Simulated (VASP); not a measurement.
# ScS4 (Cmmm) in VASP: relaxation of cell and atoms with PBE

Aim: the relaxation of cell and atoms of ScS4 with PBE.

All numbers are computed with VASP 6.6.1; they aren't measurements. Logs are shortened: lines on timing, memory, paths and dates and some standing lists are left out, and cuts for length are marked.

### Step 1. The cell of the first run

Symmetry: Cmmm, No. 65, orthorhombic system. Conventional cell: a = 6.866 Å, b = 7.958 Å, c = 3.602 Å, α = 90.00°, β = 90.00°, γ = 90.00°. Within 3.3 Å of Sc (site symmetry mmm) lie 6 S at 2.53 to 2.59 Å. S (site symmetry 2mm) has 2 Sc at 2.59 Å and 5 S at 2.80 to 3.15 Å within 3.4 Å. S (site symmetry m2m) has 1 Sc at 2.53 Å and 5 S at 2.80 to 2.89 Å within 3.3 Å.

### Step 2. Relaxation of cell and atoms, PBE

INCAR reads:

```
PREC = Accurate
ENCUT = 600
EDIFF = 1E-7
ISMEAR = 0
SIGMA = 0.1
LREAL = F
LASPH = T
NELM = 60
ALGO = Normal
ISIF = 3
LWAVE = F
LCHARG = F
GGA = PE
IBRION = 2
NSW = 100
EDIFFG = -0.01
```

KPOINTS reads:

```
regular mesh
0
Gamma
  8 8 10
```

POSCAR reads:

```
ScS4
1.0
    3.4328134382     -3.9788640501      0.0000000000
    3.4328134382      3.9788640501      0.0000000000
    0.0000000000      0.0000000000      3.6016861968
Sc S
1 4
Direct
    0.0000000000      0.0000000000      0.0000000000
    0.7297117017      0.7297117017      0.5000000000
    0.2702882983      0.2702882983      0.5000000000
    0.6818650599      0.3181349401      0.0000000000
    0.3181349401      0.6818650599      0.0000000000
```

Potentials or basis: VASP PAW PBE potentials, release 64 (Sc_sv, S).

Launch:

```sh
> cat potpaw_PBE.64/Sc_sv/POTCAR potpaw_PBE.64/S/POTCAR > POTCAR
> mpirun -np 1 vasp_std > vasp.out
```

OUTCAR:

```text
PREC = Accurate
   ENCUT = 600
   EDIFF = 1E-7
   ISMEAR = 0
   LREAL = F
   LASPH = T
   NELM = 60
   ISIF = 3
   GGA = PE
   IBRION = 2
   NSW = 100
   EDIFFG = -0.01

 ion  position               nearest neighbor table
   1  0.000  0.000  0.000-   4 2.53   5 2.53   2 2.59   3 2.59   2 2.59   3 2.59
   2  0.730  0.730  0.500-   1 2.59   1 2.59
   3  0.270  0.270  0.500-   1 2.59   1 2.59
   4  0.682  0.318  0.000-   1 2.53
   5  0.318  0.682  0.000-   1 2.53

  LATTYP: Found a base centered orthorhombic cell.
 ALAT       =     6.8656268764
 B/A-ratio  =     1.1590679545
 C/A-ratio  =     0.5245968448

  Lattice vectors:

 A1 = (   3.4328134382,  -3.9788640501,   0.0000000000)
 A2 = (   3.4328134382,   3.9788640501,   0.0000000000)
 A3 = (   0.0000000000,   0.0000000000,   3.6016861968)

Analysis of symmetry for initial positions (statically):
=====================================================================
 Subroutine PRICEL returns:
 Original cell was already a primitive cell.

 Routine SETGRP: Setting up the symmetry group for a
 base centered orthorhombic supercell.

 Subroutine GETGRP returns: Found  8 space group operations
 (whereof  8 operations were pure point group operations)
 out of a pool of  8 trial point group operations.

The static configuration has the point symmetry D_2h.

Analysis of symmetry for dynamics (positions and initial velocities):
=====================================================================
 Subroutine PRICEL returns:
 Original cell was already a primitive cell.

 Routine SETGRP: Setting up the symmetry group for a
 base centered orthorhombic supercell.

 Subroutine GETGRP returns: Found  8 space group operations
 (whereof  8 operations were pure point group operations)
 out of a pool of  8 trial point group operations.

The dynamic configuration has the point symmetry D_2h.

 Subroutine INISYM returns: Found  8 space group operations
 (whereof  8 operations are pure point group operations),
 and found     1 'primitive' translations

----------------------------------------------------------------------------------------

                                     Primitive cell

  volume of cell :      98.3887

  direct lattice vectors                    reciprocal lattice vectors
     3.432813438 -3.978864050  0.000000000     0.145653124 -0.125664007  0.000000000
     3.432813438  3.978864050  0.000000000     0.145653124  0.125664007  0.000000000
     0.000000000  0.000000000  3.601686197     0.000000000  0.000000000  0.277647731

  length of vectors
     5.255051592  5.255051592  3.601686197     0.192370151  0.192370151  0.277647731

  position of ions in fractional coordinates (direct lattice)
     0.000000000  0.000000000  0.000000000
     0.729711702  0.729711702  0.500000000
     0.270288298  0.270288298  0.500000000
     0.681865060  0.318134940  0.000000000
     0.318134940  0.681865060  0.000000000

  ion indices of the primitive-cell ions
   primitive index   ion index
                 1           1
                 2           2
                 3           3
                 4           4
                 5           5

----------------------------------------------------------------------------------------

 KPOINTS: regular mesh

Automatic generation of k-mesh.
 Grid dimensions read from file:
 generate k-points for:    8    8   10

 Generating k-lattice:

  Cartesian coordinates                     Fractional coordinates (reciprocal lattice)
     0.018206640 -0.015708001  0.000000000     0.125000000  0.000000000  0.000000000
     0.018206640  0.015708001  0.000000000     0.000000000  0.125000000  0.000000000
     0.000000000  0.000000000  0.027764773     0.000000000  0.000000000  0.100000000

  Length of vectors
     0.024046269  0.024046269  0.027764773

  Shift w.r.t. Gamma in fractional coordinates (k-lattice)
     0.000000000  0.000000000  0.000000000

 Subroutine IBZKPT returns following result:
 ===========================================

 Found    126 irreducible k-points:

 Following reciprocal coordinates:
            Coordinates               Weight
  0.000000  0.000000  0.000000      1.000000
  0.125000  0.000000  0.000000      4.000000
  0.250000  0.000000  0.000000      4.000000
  0.375000  0.000000  0.000000      4.000000
  0.500000  0.000000  0.000000      2.000000
  0.125000  0.125000  0.000000      2.000000
[... 16 lines left out ...]
  0.125000  0.000000  0.100000      8.000000
  0.250000  0.000000  0.100000      8.000000
 [... further k-points ...]
   k-points           NKPTS =    126   k-points in BZ     NKDIM =    126   number of bands    NBANDS=     21
   number of dos      NEDOS =    301   number of ions     NIONS =      5
   total plane-waves  NPLWV =  52920
   dimension x,y,z NGX =    42 NGY =   42 NGZ =   30
   dimension x,y,z NGXF=    84 NGYF=   84 NGZF=   60
   ions per type =               1   4
   NGX,Y,Z   is equivalent  to a cutoff of  13.29, 13.29, 13.85 a.u.
   NGXF,Y,Z  is equivalent  to a cutoff of  26.57, 26.57, 27.69 a.u.
 SYSTEM =  unknown system
   PREC   = accura    normal or accurate (medium, high low for compatibility)
   ISTART =      0    job   : 0-new  1-cont  2-samecut
   ICHARG =      2    charge: 1-file 2-atom 10-const
   ISPIN  =      1    spin polarized calculation?
   LNONCOLLINEAR =      F non collinear calculations
   LSORBIT =      F    spin-orbit coupling
   LASPH  =      T    aspherical Exc in radial PAW
   ENCUT  =  600.0 eV  44.10 Ry    6.64 a.u.  10.50 10.50  7.19*2*pi/ulx,y,z
   NELM   =     60;   NELMIN=  2; NELMDL= -5     # of ELM steps
   EDIFF  = 0.1E-06   stopping-criterion for ELM
   LREAL  =      F    real-space projection
   EDIFFG = -.1E-01   stopping-criterion for IOM
   NSW    =    100    number of steps for IOM
   IBRION =      2    ionic relax: 0-MD 1-quasi-New 2-CG
   NFREE  =      1    steps in history (QN), initial steepest desc. (CG)
   ISIF   =      3    stress and relaxation
   ISYM   =      2    0-nonsym 1-usesym 2-fastsym
   POTIM  = 0.5000    time-step for ionic-motion
   TEBEG  =    0.0;   TEEND  =   0.0 temperature during run
   PSTRESS=    0.0 pullay stress
   NELECT =      35.0000    total number of electrons
   NUPDOWN=      -1.0000    fix difference up-down
   EMIN   =  10.00;   EMAX   =-10.00  energy-range for DOS
   EFERMI =   0.00;   METHOD = LEGACY
   ISMEAR =     0;   SIGMA  =   0.10  broadening in eV -4-tet -1-fermi 0-gaus
   EFERMI_NEDOS =   21; number of points for ismear=-14 and -15
   IALGO  =     38    algorithm
   IMIX   =      4    mixing-type and parameters
     AMIX     =   0.40;   BMIX     =  1.00
     AMIX_MAG =   1.60;   BMIX_MAG =  1.00
  volume/ion in A,a.u.               =      19.68       132.79
  Fermi-wavevector in a.u.,A,eV,Ry     =   1.159976  2.192037 18.307252  1.345545
  Thomas-Fermi vector in A             =   2.296563
   LORBIT       =      0    0 simple, 1 ext, 2 COOP (PROOUT), +10 PAW based schemes
   GGA     = PE    functional components
   LHFCALC =     F    Hartree Fock is set to
   AEXX    =    0.0000 exact exchange contribution
   IVDW    =     0    specifies the selected vdW correction
   LEPSILON=     F    determine dielectric tensor
   LRPA    =     F    only Hartree local field effects (RPA)
 conjugate gradient relaxation of ions
 non-spin polarized calculation
 Gauss-broadening in eV      SIGMA  =   0.10
  energy-cutoff  :      600.00
  volume of cell :       98.39
 maximum number of plane-waves:      3306
 NGX is ok and might be reduce to    42
   NGX = 21   NGY = 21   NGZ = 15

--------------------------------------- Ionic step        1  -------------------------------------------

 number of electron      34.9999998 magnetization

 Free energy of the ion-electron system (eV)
  ---------------------------------------------------
  ext. energy  EPLUGINS =         0.00000000
  ---------------------------------------------------
  free energy    TOTEN  =       -22.69486850 eV

  energy without entropy =      -22.67318509  energy(sigma->0) =      -22.68402680

------------------------ aborting loop because EDIFF is reached ----------------------------------------

  FORCE on cell =-STRESS in cart. coord.  units (eV):
  Direction    XX          YY          ZZ          XY          YZ          ZX
  --------------------------------------------------------------------------------------
  -------------------------------------------------------------------------------------
  Total       -0.1898322      0.2852932     -0.0527197      0.0000000      0.0000000      0.0000000
  in kB       -3.0912582      4.6457610     -0.8584967      0.0000000      0.0000000      0.0000000
  external PRESSURE =       0.2320020 kB  Pullay stress =       0.0000000 kB
[... 180 lines left out ...]
  energy  without entropy=      -22.6746054212  energy(sigma->0) =      -22.68542164

--------------------------------------- Ionic step        6  -------------------------------------------

 number of electron      34.9999997 magnetization

 Free energy of the ion-electron system (eV)
  ---------------------------------------------------
  ext. energy  EPLUGINS =         0.00000000
  ---------------------------------------------------
  free energy    TOTEN  =       -22.69625358 eV

  energy without entropy =      -22.67459072  energy(sigma->0) =      -22.68542215

 E-fermi :   4.5513     XC(G=0): -10.0636

 val. band max:        4.5511693624   @ k =   0.5000   0.5000   0.2000
 cond. band min:       4.5528916887   @ k =   0.5000   0.5000   0.1000
 fundamental gap:      0.0017223263
 Fermi energy:         4.5512772418

 k-point     1 :       0.0000    0.0000    0.0000
  band No.  band energies     occupation
      1     -44.4209      2.00000
      2     -23.1203      2.00000
      3     -23.0419      2.00000
      4     -23.0374      2.00000
      5      -9.8981      2.00000
      6      -7.4087      2.00000
[... 550 lines left out ...]
      5      -9.6391      2.00000
      6      -7.6695      2.00000
[... 13 lines left out ...]
     20       5.4197      0.00000
     21       6.5910      0.00000

 [... further k-points ...]

------------------------ aborting loop because EDIFF is reached ----------------------------------------

  FORCE on cell =-STRESS in cart. coord.  units (eV):
  Direction    XX          YY          ZZ          XY          YZ          ZX
  --------------------------------------------------------------------------------------
  -------------------------------------------------------------------------------------
  Total       -0.0331170     -0.0180093     -0.0116152      0.0000000      0.0000000      0.0000000
  in kB       -0.5388777     -0.2930461     -0.1890019      0.0000000      0.0000000      0.0000000
  external PRESSURE =      -0.3403086 kB  Pullay stress =       0.0000000 kB
[... 20 lines left out ...]
  FREE ENERGIE OF THE ION-ELECTRON SYSTEM (eV)
  ---------------------------------------------------
  free  energy   TOTEN  =       -22.6962535763 eV

  energy  without entropy=      -22.6745907227  energy(sigma->0) =      -22.68542215

 reached required accuracy - stopping structural energy minimisation
```

It took 15 min on 1 thread of Intel Xeon 6975P-C, shared host; peak memory 0.44 GiB.

Results:

```yaml
Free_energy: -22.6963 eV
Relaxed_volume: 19.69 Å³/atom
Relaxed_cell: a = 5.257 Å, b = 5.257 Å, c = 3.608 Å, α = 90.00°, β = 90.00°, γ = 99.05°
Space_group_after_relaxing_to_0.05_Å: Cmmm (No. 65)
Energy_gained_by_relaxing: 0.3 meV/atom
Ionic_steps: 6
Pressure_after_relaxing: 0.0 GPa
Largest_force_after_relaxing: 0.005 eV/Å
```

Forces in eV/Å, atoms in the order of the input:
```
Sc   0.000  0.000  0.000
S    0.005  0.000  0.000
S   -0.005  0.000  0.000
S    0.000  0.002  0.000
S    0.000 -0.002  0.000
```

Step by step:
| step | energy change (eV) | largest force (eV/Å) | pressure (GPa) | volume (Å³) |
| --- | --- | --- | --- | --- |
| 1 | 0.0000 | 0.0220 | 0.02 | 98.39 |
| 2 | -0.0008 | 0.0241 | -0.01 | 98.43 |
| 3 | -0.0009 | 0.0336 | -0.03 | 98.45 |
| 4 | -0.0012 | 0.0182 | 0.00 | 98.40 |
| 5 | -0.0014 | 0.0037 | 0.05 | 98.33 |
| 6 | -0.0014 | 0.0045 | -0.03 | 98.46 |

Final structure:
```yaml
crystal:
  lattice:
    - [3.41257, -3.99898, 0.00000]
    - [3.41257, 3.99898, 0.00000]
    - [0.00000, 0.00000, 3.60754]
  atoms:
    - { symbol: Sc, position: [0.00000, 0.00000, 0.00000] }
    - { symbol: S, position: [0.72882, 0.72882, 0.50000] }
    - { symbol: S, position: [0.27118, 0.27118, 0.50000] }
    - { symbol: S, position: [0.68252, 0.31748, 0.00000] }
    - { symbol: S, position: [0.31748, 0.68252, 0.00000] }
```
